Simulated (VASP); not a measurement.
# Bi (P6_3/mmc) in VASP: notebook

Runs on Bi. Level: PBEsol. Tasks: single point, relaxation of cell and atoms.

Everything below comes from runs of VASP 6.6.1. Logs are shortened: lines on timing, memory, paths and dates and some standing lists are left out, and cuts for length are marked.

### Step 1. The cell of the first run

It takes space group P6_3/mmc (No. 194, hexagonal). The conventional cell has a = 2.666 Å, b = 2.666 Å, c = 4.229 Å, α = 90.00°, β = 90.00°, γ = 120.00°. Bi (site symmetry -6m2) has 12 Bi at 2.62 to 2.67 Å within 3.5 Å.

### Step 2. Single point, PBEsol

File INCAR:

```
SYSTEM = Bi
PREC = Accurate
ENCUT = 520
EDIFF = 1E-7
ISMEAR = -1
SIGMA = 0.08
LREAL = .FALSE.
LASPH = .TRUE.
NELM = 80
ALGO = Normal
ISIF = 2
LWAVE = .FALSE.
LCHARG = .FALSE.
GGA = PS
NBANDS = 22
```

File KPOINTS:

```
Automatic mesh
0
G
  16 16 9
  0 0 0
```

File POSCAR:

```
Bi
1.0
    2.6655963540      0.0000000000      0.0000000000
   -1.3327981770      2.3084741588      0.0000000000
    0.0000000000      0.0000000000      4.2293517835
Bi
2
Direct
    0.3333333333      0.6666666667      0.2500000000
    0.6666666667      0.3333333333      0.7500000000
```

Potentials or basis: VASP PAW PBE potentials, release 64 (Bi_d).

Launch:

```bash
$ cat potpaw_PBE.64/Bi_d/POTCAR > POTCAR
$ mpirun -np 1 vasp_std > vasp.out
```

OUTCAR:

```text
SYSTEM = Bi
   PREC = Accurate
   ENCUT = 520
   EDIFF = 1E-7
   ISMEAR = -1
   LREAL = .FALSE.
   LASPH = .TRUE.
   NELM = 80
   ISIF = 2
   GGA = PS

 ion  position               nearest neighbor table
   1  0.333  0.667  0.250-   2 2.62   2 2.62   2 2.62   2 2.62   2 2.62   2 2.62   2 3.73   2 3.73
                             2 3.73   2 3.73   2 3.73   2 3.73
   2  0.667  0.333  0.750-   1 2.62   1 2.62   1 2.62   1 2.62   1 2.62   1 2.62   1 3.73   1 3.73
                             1 3.73   1 3.73   1 3.73   1 3.73

  LATTYP: Found a hexagonal cell.
 ALAT       =     2.6655963540
 C/A-ratio  =     1.5866437456

  Lattice vectors:

 A1 = (   2.6655963540,   0.0000000000,   0.0000000000)
 A2 = (  -1.3327981770,   2.3084741588,   0.0000000000)
 A3 = (   0.0000000000,   0.0000000000,   4.2293517835)

Analysis of symmetry for initial positions (statically):
=====================================================================
 Subroutine PRICEL returns:
 Original cell was already a primitive cell.

 Routine SETGRP: Setting up the symmetry group for a
 hexagonal supercell.

 Subroutine GETGRP returns: Found 24 space group operations
 (whereof 12 operations were pure point group operations)
 out of a pool of 24 trial point group operations.

The static configuration has the point symmetry D_3d.
 The point group associated with its full space group is D_6h.

Analysis of symmetry for dynamics (positions and initial velocities):
=====================================================================
 Subroutine PRICEL returns:
 Original cell was already a primitive cell.

 Routine SETGRP: Setting up the symmetry group for a
 hexagonal supercell.

 Subroutine GETGRP returns: Found 24 space group operations
 (whereof 12 operations were pure point group operations)
 out of a pool of 24 trial point group operations.

The dynamic configuration has the point symmetry D_3d.
 The point group associated with its full space group is D_6h.

 Subroutine INISYM returns: Found 24 space group operations
 (whereof 12 operations are pure point group operations),
 and found     1 'primitive' translations

----------------------------------------------------------------------------------------

                                     Primitive cell

  volume of cell :      26.0251

  direct lattice vectors                    reciprocal lattice vectors
     2.665596354  0.000000000  0.000000000     0.375150573  0.216593284  0.000000000
    -1.332798177  2.308474159  0.000000000     0.000000000  0.433186569  0.000000000
     0.000000000  0.000000000  4.229351784     0.000000000  0.000000000  0.236442853

  length of vectors
     2.665596354  2.665596354  4.229351784     0.433186569  0.433186569  0.236442853

  position of ions in fractional coordinates (direct lattice)
     0.333333333  0.666666667  0.250000000
     0.666666667  0.333333333  0.750000000

  ion indices of the primitive-cell ions
   primitive index   ion index
                 1           1
                 2           2

----------------------------------------------------------------------------------------

 KPOINTS: Automatic mesh

Automatic generation of k-mesh.
 Grid dimensions read from file:
 generate k-points for:   16   16    9

 Generating k-lattice:

  Cartesian coordinates                     Fractional coordinates (reciprocal lattice)
     0.023446911  0.013537080  0.000000000     0.062500000  0.000000000  0.000000000
     0.000000000  0.027074161  0.000000000     0.000000000  0.062500000  0.000000000
     0.000000000  0.000000000  0.026271428     0.000000000  0.000000000  0.111111111

  Length of vectors
     0.027074161  0.027074161  0.026271428

  Shift w.r.t. Gamma in fractional coordinates (k-lattice)
     0.000000000  0.000000000  0.000000000

 Subroutine IBZKPT returns following result:
 ===========================================

 Found    150 irreducible k-points:

 Following reciprocal coordinates:
            Coordinates               Weight
  0.000000  0.000000  0.000000      1.000000
  0.062500 -0.000000  0.000000      6.000000
  0.125000 -0.000000  0.000000      6.000000
  0.187500 -0.000000  0.000000      6.000000
  0.250000 -0.000000  0.000000      6.000000
  0.312500 -0.000000  0.000000      6.000000
[... 16 lines left out ...]
  0.187500  0.187500  0.000000      6.000000
  0.250000  0.187500  0.000000     12.000000
 [... further k-points ...]
   k-points           NKPTS =    150   k-points in BZ     NKDIM =    150   number of bands    NBANDS=     22
   number of dos      NEDOS =    301   number of ions     NIONS =      2
   total plane-waves  NPLWV =  12800
   dimension x,y,z NGX =    20 NGY =   20 NGZ =   32
   dimension x,y,z NGXF=    40 NGYF=   40 NGZF=   64
   ions per type =               2
   NGX,Y,Z   is equivalent  to a cutoff of  12.47, 12.47, 12.58 a.u.
   NGXF,Y,Z  is equivalent  to a cutoff of  24.95, 24.95, 25.16 a.u.
 SYSTEM =  Bi
   PREC   = accura    normal or accurate (medium, high low for compatibility)
   ISTART =      0    job   : 0-new  1-cont  2-samecut
   ICHARG =      2    charge: 1-file 2-atom 10-const
   ISPIN  =      1    spin polarized calculation?
   LNONCOLLINEAR =      F non collinear calculations
   LSORBIT =      F    spin-orbit coupling
   LASPH  =      T    aspherical Exc in radial PAW
   ENCUT  =  520.0 eV  38.22 Ry    6.18 a.u.   4.96  4.96  7.86*2*pi/ulx,y,z
   NELM   =     80;   NELMIN=  2; NELMDL= -5     # of ELM steps
   EDIFF  = 0.1E-06   stopping-criterion for ELM
   LREAL  =      F    real-space projection
   EDIFFG = 0.1E-05   stopping-criterion for IOM
   NSW    =      0    number of steps for IOM
   IBRION =     -1    ionic relax: 0-MD 1-quasi-New 2-CG
   NFREE  =      0    steps in history (QN), initial steepest desc. (CG)
   ISIF   =      2    stress and relaxation
   ISYM   =      2    0-nonsym 1-usesym 2-fastsym
   POTIM  = 0.5000    time-step for ionic-motion
   TEBEG  =    0.0;   TEEND  =   0.0 temperature during run
   PSTRESS=    0.0 pullay stress
   NELECT =      30.0000    total number of electrons
   NUPDOWN=      -1.0000    fix difference up-down
   EMIN   =  10.00;   EMAX   =-10.00  energy-range for DOS
   EFERMI =   0.00;   METHOD = LEGACY
   ISMEAR =    -1;   SIGMA  =   0.08  broadening in eV -4-tet -1-fermi 0-gaus
   EFERMI_NEDOS =   21; number of points for ismear=-14 and -15
   IALGO  =     38    algorithm
   IMIX   =      4    mixing-type and parameters
     AMIX     =   0.40;   BMIX     =  1.00
     AMIX_MAG =   1.60;   BMIX_MAG =  1.00
  volume/ion in A,a.u.               =      13.01        87.81
  Fermi-wavevector in a.u.,A,eV,Ry     =   1.716528  3.243767 40.089127  2.946468
  Thomas-Fermi vector in A             =   2.793697
   LORBIT       =      0    0 simple, 1 ext, 2 COOP (PROOUT), +10 PAW based schemes
   GGA     = PS    functional components
   LHFCALC =     F    Hartree Fock is set to
   AEXX    =    0.0000 exact exchange contribution
   IVDW    =     0    specifies the selected vdW correction
   LEPSILON=     F    determine dielectric tensor
   LRPA    =     F    only Hartree local field effects (RPA)
 non-spin polarized calculation
  energy-cutoff  :      520.00
  volume of cell :       26.03
 maximum number of plane-waves:       718
 NGX is ok and might be reduce to    20
   NGX =  9   NGY =  9   NGZ = 15

 number of electron      30.0000010 magnetization

 Free energy of the ion-electron system (eV)
  ---------------------------------------------------
  ext. energy  EPLUGINS =         0.00000000
  ---------------------------------------------------
  free energy    TOTEN  =         8.89731935 eV

  energy without entropy =        8.91148307  energy(sigma->0) =        8.90440121

 E-fermi :  25.0873     XC(G=0): -15.3281

 val. band max:       25.0192354434   @ k =   0.2500   0.2500   0.2222
 cond. band min:      25.1081316655   @ k =   0.2500   0.0625   0.1111
 fundamental gap:      0.0888962221
 Fermi energy:        25.0873222715

 k-point     1 :       0.0000    0.0000    0.0000
  band No.  band energies     occupation
      1      -2.0827      2.00000
      2      -1.1367      2.00000
      3      -1.0541      2.00000
      4      -1.0541      2.00000
      5      -0.8499      2.00000
      6      -0.8499      2.00000
[... 14 lines left out ...]
     21      37.4688      0.00000
     22      37.4688      0.00000

 k-point     2 :       0.0625   -0.0000    0.0000
  band No.  band energies     occupation
      1      -2.0367      2.00000
      2      -1.2138      2.00000
      3      -0.9979      2.00000
      4      -0.9730      2.00000
      5      -0.8584      2.00000
      6      -0.7976      2.00000
[... 14 lines left out ...]
     21      36.9714      0.00000
     22      37.5689      0.00000

 k-point     3 :       0.1250   -0.0000    0.0000
  band No.  band energies     occupation
      1      -1.9333      2.00000
      2      -1.3117      2.00000
      3      -0.9098      2.00000
      4      -0.8388      2.00000
      5      -0.8360      2.00000
      6      -0.8214      2.00000
[... 14 lines left out ...]
     21      37.8538      0.00000
     22      38.1146      0.00000

 k-point     4 :       0.1875   -0.0000    0.0000
  band No.  band energies     occupation
      1      -1.8907      2.00000
      2      -1.3424      2.00000
      3      -1.0224      2.00000
      4      -0.9549      2.00000
      5      -0.9074      2.00000
      6      -0.6439      2.00000
[... 14 lines left out ...]
     21      37.2957      0.00000
     22      38.1771      0.00000

 k-point     5 :       0.2500   -0.0000    0.0000
  band No.  band energies     occupation
      1      -1.9837      2.00000
      2      -1.3537      2.00000
      3      -1.2614      2.00000
      4      -1.0253      2.00000
      5      -0.9076      2.00000
      6      -0.4205      2.00000
[... 417 lines left out ...]
 k-point    22 :       0.4375    0.1250    0.0000
  band No.  band energies     occupation
      1      -2.1530      2.00000
      2      -1.9679      2.00000
      3      -1.4694      2.00000
      4      -1.2403      2.00000
      5      -0.5971      2.00000
      6      -0.4699      2.00000
[... 14 lines left out ...]
     21      39.9247      0.00000
     22      40.3806      0.00000

 k-point    23 :       0.1875    0.1875    0.0000
  band No.  band energies     occupation
      1      -1.6524      2.00000
      2      -1.6079      2.00000
      3      -1.5586      2.00000
      4      -1.1520      2.00000
      5      -0.6540      2.00000
      6      -0.3557      2.00000
[... 14 lines left out ...]
     21      37.2162      0.00000
     22      38.0289      0.00000

 k-point    24 :       0.2500    0.1875    0.0000
  band No.  band energies     occupation
      1      -1.7652      2.00000
      2      -1.7475      2.00000
      3      -1.4843      2.00000
      4      -1.1817      2.00000
      5      -0.5654      2.00000
      6      -0.4747      2.00000
[... 14 lines left out ...]
     21      38.2013      0.00000
     22      39.2909      0.00000

 [... further k-points ...]
[... 5 lines left out ...]
  --------------------------------------------------------------------------------------
  -------------------------------------------------------------------------------------
  Total       58.5292981     58.5292981     58.4842682      0.0000000      0.0000000      0.0000000
  in kB     3603.2192229   3603.2192229   3600.4470616      0.0000000      0.0000000      0.0000000
  external PRESSURE =    3602.2951692 kB  Pullay stress =       0.0000000 kB

 VOLUME and BASIS-vectors are now :
 -----------------------------------------------------------------------------
  energy-cutoff  :      520.00
  volume of cell :       26.03
      direct lattice vectors                 reciprocal lattice vectors
     2.665596354  0.000000000  0.000000000     0.375150573  0.216593284  0.000000000
    -1.332798177  2.308474159  0.000000000     0.000000000  0.433186569  0.000000000
     0.000000000  0.000000000  4.229351784     0.000000000  0.000000000  0.236442853

 POSITION                                       TOTAL-FORCE (eV/Angst)
 -----------------------------------------------------------------------------------
     -0.00000      1.53898      1.05734        -0.000000      0.000000      0.000000
      1.33280      0.76949      3.17201         0.000000      0.000000      0.000000
 -----------------------------------------------------------------------------------
    total drift:                               -0.000000      0.000000      0.000000

  FREE ENERGIE OF THE ION-ELECTRON SYSTEM (eV)
  ---------------------------------------------------
  free  energy   TOTEN  =         8.8973193496 eV

  energy  without entropy=        8.9114830710  energy(sigma->0) =        8.90440121
```

Wall time 56 s (1 thread of Intel Xeon Platinum 8259CL at 2.50GHz (Skylake/Cascade Lake), shared host); peak memory 0.18 GiB.

Results:

- Free energy: 8.8973 eV
- Pressure: 360.2 GPa
- Band gap on the k mesh: zero (band 15 reaches 32.11 eV, above the bottom of band 16 at 18.91 eV)

Stress tensor (GPa, compression positive):
```
360.32   0.00   0.00
  0.00 360.32   0.00
  0.00   0.00 360.04
```

Levels at points of the mesh, in eV from the Fermi level:
```tsv
k point	band 13	band 14	band 15	band 16	band 17	band 18
(0.00, 0.00, 0.00)	-12.70	5.26	7.01	7.01	7.40	7.58
(0.50, 0.00, 0.00)	-6.18	-5.57	-5.26	-1.44	-0.54	5.17
```

Caveat: the PAW data sets were made with another functional, which shifts forces and pressure a little; spin-orbit coupling is left out, which moves the levels of the heavy elements.

(Continued in part 2 of 2.)
